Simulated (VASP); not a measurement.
ZnS, 2 atoms in the cell. The structure is cubic, space group F-43m (No. 216). Conventional cell: a = 5.480 Å, b = 5.480 Å, c = 5.480 Å, α = 90.00°, β = 90.00°, γ = 90.00°. Zn (site symmetry -43m) has 4 S at 2.37 Å within 3.1 Å. Within 3.1 Å of S (site symmetry -43m) lie 4 Zn at 2.37 Å. 

* Program: VASP 6.6.1
* Task: single point
* Functional: PBE
* Potentials or basis: VASP PAW PBE potentials, release 64 (Zn, S)
* Cutoff: 500 eV
* k mesh: 3 × 3 × 3
* Occupations: gaussian, width 0.01 eV
* Spin: no spin polarisation
* Dipole correction: no
* Further INCAR settings: ALGO = Normal; EDIFF = 1e-06; NBANDS = 16

Potentials or basis: VASP PAW PBE potentials, release 64 (Zn, S).

Run with:

```console
$ cat potpaw_PBE.64/Zn/POTCAR potpaw_PBE.64/S/POTCAR > POTCAR
$ mpirun -np 1 vasp_std > vasp.out
```

Hardware: 1 thread of Intel Xeon 8259CL (shared host).

**Question.** Estimate the wall time of this run.

**Answer.** Wall time 9.1 s on 1 thread of Intel Xeon 8259CL, on a shared host, peak memory 0.15 GiB. Counts: scf iterations 13, k points 4.
